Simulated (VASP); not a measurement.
Au: single point with LDA

Au:

```xyz
1
Lattice="2.7367 0.0000 0.0000 0.0000 2.7367 0.0000 0.0000 0.0000 2.7367" Properties=species:S:1:pos:R:3 pbc="T T T"
Au    0.0000    0.0000    0.0000
```

This cell differs from its parent crystal: volume scaled by 1.08.

```
Program                : VASP 6.6.1
Task                   : single point
Functional             : LDA
Potentials or basis    : VASP PAW LDA potentials, release 64 (Au)
Cutoff                 : 520 eV
k mesh                 : 13 × 13 × 13
Occupations            : fermi-dirac, width 0.1 eV
Spin                   : no spin polarisation
Dipole correction      : no
Further INCAR settings : ALGO = Normal; EDIFF = 1e-07; NBANDS = 12
```

```yaml
Pressure: -8.7 GPa
```

Levels at points of the mesh, in eV from the Fermi level:
```csv
k point,band 2,band 3,band 4,band 5,band 6,band 7,band 8,band 9,band 10,band 11
"(0.00, 0.00, 0.00)",-5.62,-5.62,-1.31,-1.31,-1.31,13.92,13.92,13.92,18.88,21.32
```

Wall time 9.3 s on 1 thread of AMD EPYC 7R13 Processor (Zen 3), with other jobs on the host, peak memory 0.1 GiB.

Caveat: spin-orbit coupling is left out, which moves the levels of the heavy elements.
